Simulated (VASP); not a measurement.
# Ca4Bi2O: single point with LDA

Crystal: Ca4Bi2O.

```
CELL_PARAMETERS angstrom
0.00000 -4.75323 0.00000
4.75323 0.00000 0.00000
-2.37662 2.37662 8.26896
ATOMIC_POSITIONS crystal
Ca 0.33728 0.33728 0.67456
Ca 0.50000 0.00000 0.00000
Ca 0.66272 0.66272 0.32544
Ca 0.00000 0.50000 0.00000
Bi 0.14076 0.14076 0.28152
Bi 0.85924 0.85924 0.71848
O 0.50000 0.50000 0.00000
```

```json
{"Program": "VASP 6.6.1", "Task": "single point", "Functional": "LDA", "Potentials or basis": "VASP PAW LDA potentials, release 64 (Ca_sv, Bi_d, O)", "Cutoff": "520 eV", "k mesh": "6 × 6 × 6", "Occupations": "gaussian, width 0.05 eV", "Spin": "no spin polarisation", "Dipole correction": "no", "Charge": "-0.2", "Further INCAR settings": "ALGO = Normal; EDIFF = 1e-07; NBANDS = 47; NELECT = 76.2"}
```

The largest force is 0.109 eV/Å.

Forces on the atoms (eV/Å):
```
Ca   0.000  0.000  0.109
Ca   0.000  0.000  0.000
Ca   0.000  0.000 -0.109
Ca   0.000  0.000  0.000
Bi   0.000  0.000 -0.087
Bi   0.000  0.000  0.087
O    0.000  0.000  0.000
```

Levels at points of the mesh, in eV from the Fermi level:
```
           k point  band 36  band 37  band 38  band 39  band 40  band 41
(0.00, 0.00, 0.00)    -1.26    -1.21    -1.21     0.00     0.06     0.09
(0.50, 0.00, 0.00)    -2.31    -2.13    -2.03     0.59     0.78     1.14
(0.50, 0.50, 0.00)    -2.73    -2.71    -2.32     0.01     0.37     0.99
(0.00, 0.00, 0.50)    -1.93    -1.55    -1.55    -0.43    -0.18     0.31
```

It took 10 min on 1 thread of Oxide Virtual Turin-like Processor (shared host), peak memory 0.34 GiB.

Caveat: the cell carries a net charge on a neutralising background, which shifts energy and pressure; the cell is charged against a uniform background, so pressure and absolute levels hang on convention; spin-orbit coupling is left out, which moves the levels of the heavy elements.
